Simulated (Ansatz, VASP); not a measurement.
# Two plane-wave programs on ScF

```
Sc F
1.0
     3.60000    0.00000    0.00000
     0.00000    3.60000    0.00000
     0.00000    0.00000    4.50000
Sc F
2 2
Direct
  0.50000 0.00000 0.72000
  0.00000 0.50000 0.28000
  0.50000 0.50000 0.00000
  0.00000 0.00000 0.00000
```

Alike in both runs: task relaxation of cell and atoms; functional PBE; k mesh 5 × 5 × 4; occupations gaussian, width 0.2 eV; no spin polarisation.

```csv
,VASP,Ansatz
version,VASP 6.6.1,Ansatz 0.2.0
potentials or method,"VASP PAW PBE potentials, release 64 (Sc_sv, F), cutoff 600 eV","scalar-relativistic, plane waves, PAW"
valence electrons in the cell,36,36
```

|  | VASP | Ansatz | Ansatz less VASP |
| --- | --- | --- | --- |
| gap on the k mesh at the Fermi level, each at its own relaxed structure (eV) | none | none | - |
| relaxed volume (Å³/atom) | 15.92 | 15.88 | -0.047 |
| relaxed cell length with the largest relative difference (Å) | 5.188 | 5.180 | -0.0078 |

A gap of «none» marks a metal or a gap that the smearing closes.
